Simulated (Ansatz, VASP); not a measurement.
# One calculation of TiO2, two programs

The input INCAR:

```
  ALGO = Normal
  EDIFF = 1E-6
  ENCUT = 520
  ISIF = 2
  ISMEAR = -1
  LASPH = T
  LCHARG = F
  LREAL = F
  LWAVE = F
  NBANDS = 33
  NELM = 100
  PREC = Accurate
  SIGMA = 0.05
```

Contents of KPOINTS:

```
k-points
0
Gamma
  7 7 10
```

File POSCAR:

```
TiO2
1.0
    4.5002185834      0.0000000000      0.0000000000
    0.0000000000      4.5002185834      0.0000000000
    0.0000000000      0.0000000000      2.8985952957
Ti O
2 4
Direct
    0.0000000000      0.0000000000      0.0000000000
    0.5000000000      0.5000000000      0.5000000000
    0.3060000000      0.3060000000      0.0000000000
    0.1940000000      0.8060000000      0.5000000000
    0.6940000000      0.6940000000      0.0000000000
    0.8060000000      0.1940000000      0.5000000000
```

Input for Ansatz:

```yaml
crystal:
  lattice:
    - [4.5002185834, 0.0, 0.0]
    - [0.0, 4.5002185834, 0.0]
    - [0.0, 0.0, 2.8985952957]
  atoms:
    - { symbol: Ti, position: [0.0, 0.0, 0.0] }
    - { symbol: Ti, position: [0.5, 0.5, 0.5] }
    - { symbol: O, position: [0.306, 0.306, 0.0] }
    - { symbol: O, position: [0.194, 0.806, 0.5] }
    - { symbol: O, position: [0.694, 0.694, 0.0] }
    - { symbol: O, position: [0.806, 0.194, 0.5] }
kpoints:
  mp_grid: { grid: [7, 7, 10] }
  band_path:
    path:
      - [0.0, 0.0, 0.0]
      - [0.0, 0.5, 0.0]
      - [0.5, 0.5, 0.0]
      - [0.0, 0.0, 0.0]
      - [0.0, 0.0, 0.5]
      - [0.0, 0.5, 0.5]
      - [0.5, 0.5, 0.5]
      - [0.0, 0.0, 0.5]
      - [0.0, 0.5, 0.0]
    npoints: 5
scf:
  occupations: { method: fermi_dirac, width: 0.05 }
hamiltonian:
  xc: lda
  pseudopotentials: { kind: all_electron, lapw: { basis_error: 0.0005 } }
output:
  forces: true
  stress: true
  eigenvalues: true
```

Change from the starting cell: volume scaled by 0.94.

Alike in both runs: task single point; functional LDA; k mesh 7 × 7 × 10; occupations fermi-dirac, width 0.05 eV; no spin polarisation.

|  | VASP | Ansatz |
| --- | --- | --- |
| version | VASP 6.6.1 | Ansatz 0.2.0 |
| potentials or method | VASP PAW LDA potentials, release 64 (Ti_sv, O), cutoff 520 eV | all-electron LAPW, scalar-relativistic |

Ansatz gave:

- gap on the k mesh at the Fermi level (eV): 2.00
- pressure (GPa): 8.5
- traceless stress, the component that is largest in VASP (GPa): 0.95
- rms of the force components (eV/Å): 0.217

Q: What did VASP give for the same quantities?

A: gap on the k mesh at the Fermi level (eV): 1.97; pressure (GPa): 9.7; traceless stress, the component that is largest in VASP (GPa): 1.27; rms of the force components (eV/Å): 0.235.

LDA's correlation is that of Perdew and Zunger in VASP and of Perdew and Wang (1992) in Ansatz. Atom by atom the forces differ by 0.018 eV/Å (rms over components). Ansatz ran all-electron here, and VASP with PAW potentials.
